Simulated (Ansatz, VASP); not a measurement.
# InSb: VASP beside Ansatz

```xyz
2
Lattice="0.0000 3.4903 2.9214 2.8138 0.0000 2.9214 2.8138 3.4903 0.0000" Properties=species:S:1:pos:R:3 pbc="T T T"
In    0.0000    0.0000    0.0000
Sb    2.8138    3.4903    2.9214
```

Change from the starting cell: strain +e along x and -e along y -0.1100, strain +e along z and -e/2 along x and y -0.0500.

Alike in both runs: task single point; functional PBE; k mesh 12 × 12 × 12; occupations gaussian, width 0.15 eV; no spin polarisation.

|  | VASP | Ansatz |
| --- | --- | --- |
| version | VASP 6.6.1 | Ansatz 0.2.0 |
| potentials or method | VASP PAW PBE potentials, release 64 (In_d, Sb), cutoff 520 eV | scalar-relativistic, plane waves, PAW |
| valence electrons in the cell | 18 | 28 |

```tsv
	VASP	Ansatz	Ansatz less VASP
gap on the k mesh at the Fermi level (eV)	none	none	-
pressure (GPa)	4.6	4.6	+0.04
traceless stress, the component that is largest in VASP (GPa)	-8.93	-8.93	-0.008
```

A gap of «none» marks a metal or a gap that the smearing closes. VASP's potentials hold 18 valence electrons a cell and Ansatz's 28, so a difference there can come from the potentials and not from the codes.

Spin-orbit coupling is off throughout.
